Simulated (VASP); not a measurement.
Crystal: BaTiO3.

```
CELL_PARAMETERS angstrom
4.00730 0.00000 0.00000
0.00000 4.00730 0.00000
0.00000 0.00000 4.00730
ATOMIC_POSITIONS crystal
Ba 0.50903 0.45529 0.50668
Ti 0.94374 0.06998 0.95431
O 0.52053 0.00683 0.05543
O 0.01265 0.49197 0.05272
O 0.01405 0.97593 0.43085
```

This cell differs from its parent crystal: atoms moved at random.

Program: VASP 6.6.1. Alike in all runs: task single point; potentials or basis VASP PAW PBE potentials, release 64 (Ba_sv, Ti_sv, O); no spin polarisation; cell as given; k mesh 7 × 7 × 7; cutoff (eV) 520; smearing fermi-dirac 0.05 eV.

Task: Order these runs on this cell by their band gap on the k mesh, lowest first.
A. level PBE+U; U Ti d U = 5.0 eV
B. level r2SCAN+U; U Ti d U = 5.0 eV
C. level r2SCAN+U; U Ti d U = 8.0 eV
D. level r2SCAN+U; U Ti d U = 3.0 eV
E. level PBE

Result: E (2.76 eV), A (3.23 eV), D (3.43 eV), B (3.65 eV), C (3.94 eV).

Caveats: spin-orbit coupling is left out, which moves the levels of the heavy elements; an odd mesh through Γ misses points on the zone boundary, where band edges can lie; forces of over 1 eV/Å act on the atoms, so gaps and moduli don't describe the material at rest (at least some runs).
